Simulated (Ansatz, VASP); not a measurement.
One calculation of KBr, two programs

The input POSCAR:

```
KBr
1.0
    3.8597736883      0.0000000000      0.0000000000
    0.0000000000      3.8597736883      0.0000000000
    0.0000000000      0.0000000000      3.8597736883
K Br
1 1
Direct
    0.0000000000      0.0000000000      0.0000000000
    0.5000000000      0.5000000000      0.5000000000
```

The input INCAR.step1:

```
SYSTEM = KBr
PREC = Accurate
ENCUT = 520
EDIFF = 1E-5
ISMEAR = 0
SIGMA = 0.01
LREAL = .FALSE.
LASPH = .TRUE.
NELM = 60
ALGO = Normal
ISIF = 2
LWAVE = .TRUE.
LCHARG = .FALSE.
GGA = PE
NBANDS = 15
```

File INCAR.step2:

```
SYSTEM = KBr
PREC = Accurate
ENCUT = 520
EDIFF = 1E-6
ISMEAR = 0
SIGMA = 0.01
LREAL = .FALSE.
LASPH = .TRUE.
NELM = 60
ALGO = Normal
ISIF = 2
LWAVE = .FALSE.
LCHARG = .FALSE.
GGA = PE
LHFCALC = .TRUE.
HFSCREEN = 0.2079
PRECFOCK = Normal
ISTART = 1
NBANDS = 15
```

Contents of KPOINTS:

```
regular mesh
0
G
  4 4 4
  0 0 0
```

Input for Ansatz:

```yaml
crystal:
  lattice:
    - [3.8597736883, 0.0, 0.0]
    - [0.0, 3.8597736883, 0.0]
    - [0.0, 0.0, 3.8597736883]
  atoms:
    - { symbol: K, position: [0.0, 0.0, 0.0] }
    - { symbol: Br, position: [0.5, 0.5, 0.5] }
kpoints:
  mp_grid: { grid: [4, 4, 4] }
  band_path:
    path:
      - [0.0, 0.0, 0.0]
      - [0.0, 0.5, 0.0]
      - [0.5, 0.5, 0.0]
      - [0.5, 0.5, 0.5]
      - [0.0, 0.5, 0.5]
    npoints: 1
hamiltonian:
  xc: hse06
scf:
  occupations: { method: fixed }
  n_extra_bands: 4
output:
  forces: true
  stress: true
  eigenvalues: true
```

Change from the starting cell: hydrostatic strain -2.9%.

Alike in both runs: task single point; functional HSE06; k mesh 4 × 4 × 4; no spin polarisation.

|  | VASP | Ansatz |
| --- | --- | --- |
| version | VASP 6.6.1 | Ansatz 0.2.0 |
| potentials or method | VASP PAW PBE potentials, release 64 (K_sv, Br) | plane waves, PAW |
| plane-wave cutoff (eV) | 520 | 420 |
| occupations | gaussian, width 0.01 eV | fixed |
| valence electrons in the cell | 16 | 16 |

VASP gave:

* gap on the k mesh at the Fermi level (eV): 5.53
* pressure (GPa): 2.6

Task: Which values does Ansatz return?

Result: gap on the k mesh at the Fermi level (eV): 5.54; pressure (GPa): 2.6.

Ansatz's warnings: stress exchange threshold loose, stress scf threshold loose.
